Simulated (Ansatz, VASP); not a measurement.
**Na6InSn2 in VASP and in Ansatz**

```xyz
9
Lattice="0.0000 5.5602 0.0000 5.1185 -2.7801 0.0000 1.3286 0.0000 -9.3701" Properties=species:S:1:pos:R:3 pbc="T T T"
Sn    2.4794    0.0000   -7.0367
Sn    3.9676    2.7801   -2.3334
In    0.0000    0.0000    0.0000
Na    5.7772    0.0000   -6.7905
Na    0.6698    2.7801   -2.5796
Na    3.0890    0.0000   -0.6606
Na    3.3580    2.7801   -8.7095
Na    2.3208    0.0000   -3.8343
Na    4.1262    2.7801   -5.5359
```

Alike in both runs: task single point; functional PBE; k mesh 4 × 4 × 2; occupations gaussian, width 0.01 eV; no spin polarisation.

|  | VASP | Ansatz |
| --- | --- | --- |
| version | VASP 6.6.1 | Ansatz 0.2.0 |
| potentials or method | VASP PAW PBE potentials, release 64 (Sn_d, In_d, Na_pv), cutoff 520 eV | PAW plane waves |
| valence electrons in the cell | 83 | 95 |

```csv
,VASP,Ansatz,Ansatz less VASP
gap on the k mesh at the Fermi level (eV),none,none,-
pressure (GPa),1.7,1.7,+0.01
"traceless stress, the component that is largest in VASP (GPa)",2.45,2.45,+0.001
rms of the force components (eV/Å),0.410,0.409,-0.0005
```

Atom by atom the forces differ by 0.001 eV/Å (rms over components). A gap of «none» marks a metal or a gap that the smearing closes. VASP's potentials hold 83 valence electrons a cell and Ansatz's 95, so a difference there can come from the potentials and not from the codes.
